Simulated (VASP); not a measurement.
A run of VASP 6.6.1 is set up as follows.

POSCAR

```
Rh
1.0
    0.0000000000      1.9179068283      1.9179068283
    1.9179068283      0.0000000000      1.9179068283
    1.9179068283      1.9179068283      0.0000000000
Rh
1
Direct
    0.0000000000      0.0000000000      0.0000000000
```

INCAR.step1

```
PREC = Accurate ; ENCUT = 600
ISMEAR = 0 ; SIGMA = 0.1
LREAL = F ; LASPH = T
NELM = 100 ; GGA = PE
ALGO = Normal ; EDIFF = 1E-4
LWAVE = T ; LCHARG = F
```

INCAR.step2

```
PREC = Accurate ; ENCUT = 600
EDIFF = 1E-7 ; ISMEAR = 0
SIGMA = 0.1 ; LREAL = F
LASPH = T ; NELM = 100
ALGO = Normal ; ISIF = 3
LWAVE = F ; LCHARG = F
METAGGA = R2SCAN ; LMIXTAU = T
IBRION = 2 ; NSW = 70
EDIFFG = -0.008 ; PSTRESS = -30.0
ISTART = 1
```

Contents of KPOINTS:

```
Automatic mesh
0
Gamma
  18 18 18
```

Potentials or basis: VASP PAW PBE potentials, release 64 (Rh_pv).

Command:

```sh
$ cat potpaw_PBE.64/Rh_pv/POTCAR > POTCAR
$ cp INCAR.step1 INCAR
$ mpirun -np 1 vasp_std > vasp.out
$ cp INCAR.step2 INCAR
$ mpirun -np 1 vasp_std > vasp.out
```

Question: What does it give for the relaxed volume?

Answer: 13.92 Å³/atom.

Question: What does it give for the space group after relaxing (to 0.1 Å)?

Answer: Fm-3m (No. 225).

Question: Predict the band gap on the k mesh.

Answer: Zero (an odd number of electrons rules out a gap without spin polarisation).

The path:
| step | energy change (eV) | largest force (eV/Å) | pressure (GPa) | volume (Å³) |
| --- | --- | --- | --- | --- |
| 1 | 0.0000 | 0.0000 | -6.43 | 14.11 |
| 2 | -0.0021 | 0.0000 | 5.89 | 13.50 |
| 3 | -0.0055 | 0.0000 | -3.01 | 13.92 |

Caveat: the cell is relaxed towards a set pressure, so the run minimises the enthalpy, not the energy; the PAW data sets were made with another functional, which shifts forces and pressure a little.
